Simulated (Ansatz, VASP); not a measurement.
## Two plane-wave programs on HfO2

Contents of POSCAR:

```
HfO2
1.0
   -1.9964436454      1.9964436454      5.2726271629
    1.9964436454     -1.9964436454      5.2726271629
    1.9964436454      1.9964436454     -5.2726271629
Hf O
2 4
Direct
    0.7500000000      0.2500000000      0.5000000000
    0.0000000000      0.0000000000      0.0000000000
    0.5478893361      0.0478893361      0.5000000000
    0.7978893361      0.7978893361      0.0000000000
    0.2021106639      0.2021106639      0.0000000000
    0.9521106639      0.4521106639      0.5000000000
```

The input INCAR.step1:

```
SYSTEM = HfO2
  ALGO = Normal
  EDIFF = 1E-4
  ENCUT = 520
  GGA = PE
  ISMEAR = 0
  LASPH = .TRUE.
  LCHARG = .FALSE.
  LREAL = .FALSE.
  LWAVE = .TRUE.
  NBANDS = 31
  NELM = 100
  PREC = Accurate
  SIGMA = 0.01
```

INCAR.step2

```
SYSTEM = HfO2
  ALGO = Normal
  EDIFF = 1E-6
  ENCUT = 520
  ISIF = 2
  ISMEAR = 0
  ISTART = 1
  LASPH = .TRUE.
  LCHARG = .FALSE.
  LMIXTAU = .TRUE.
  LREAL = .FALSE.
  LWAVE = .FALSE.
  METAGGA = R2SCAN
  NBANDS = 31
  NELM = 100
  PREC = Accurate
  SIGMA = 0.01
```

The input KPOINTS:

```
k-points
0
G
  10 10 10
  0 0 0
```

Input for Ansatz:

```yaml
crystal:
  lattice:
    - [-1.9964436454, 1.9964436454, 5.2726271629]
    - [1.9964436454, -1.9964436454, 5.2726271629]
    - [1.9964436454, 1.9964436454, -5.2726271629]
  atoms:
    - { symbol: Hf, position: [0.75, 0.25, 0.5] }
    - { symbol: Hf, position: [0.0, 0.0, 0.0] }
    - { symbol: O, position: [0.5478893361, 0.0478893361, 0.5] }
    - { symbol: O, position: [0.7978893361, 0.7978893361, 0.0] }
    - { symbol: O, position: [0.2021106639, 0.2021106639, 0.0] }
    - { symbol: O, position: [0.9521106639, 0.4521106639, 0.5] }
kpoints:
  mp_grid: { grid: [10, 10, 10] }
  band_path:
    path:
      - [0.0, 0.0, 0.0]
      - [0.0, 0.0, 0.5]
      - [0.25, 0.25, 0.25]
      - [0.0, 0.5, 0.0]
      - [0.5, 0.5, -0.5]
      - [0.2858426404, 0.7141573596, -0.2858426404]
      - [-0.2858426404, 0.2858426404, 0.2858426404]
      - [-0.0716852807, 0.0716852807, 0.5]
      - [0.5, 0.5, -0.0716852807]
      - [0.15, 0.15, -0.15]
    npoints: 1
hamiltonian:
  xc: r2scan
scf:
  occupations: { method: fixed }
  n_extra_bands: 5
output:
  forces: true
  stress: true
  eigenvalues: true
```

Alike in both runs: task single point; functional r2SCAN; k mesh 10 × 10 × 10; no spin polarisation.

|  | VASP | Ansatz |
| --- | --- | --- |
| version | VASP 6.6.1 | Ansatz 0.2.0 |
| potentials or method | VASP PAW PBE potentials, release 64 (Hf_pv, O) | plane waves, PAW |
| plane-wave cutoff (eV) | 520 | 500 |
| occupations | gaussian, width 0.01 eV | fixed |
| valence electrons in the cell | 44 | 76 |

Ansatz gave:

* gap on the k mesh at the Fermi level (eV): 5.02
* pressure (GPa): 0.0
* traceless stress, the component that is largest in VASP (GPa): 0.01
* rms of the force components (eV/Å): 0.000

Problem. Estimate VASP's values.

Solution. gap on the k mesh at the Fermi level (eV): 5.03; pressure (GPa): -2.8; traceless stress, the component that is largest in VASP (GPa): -0.32; rms of the force components (eV/Å): 0.025.

VASP's potentials were made for PBE, not for r2SCAN. Atom by atom the forces differ by 0.024 eV/Å (rms over components). VASP's potentials hold 44 valence electrons a cell and Ansatz's 76, so a difference there can come from the potentials and not from the codes.

Spin-orbit coupling is off throughout.
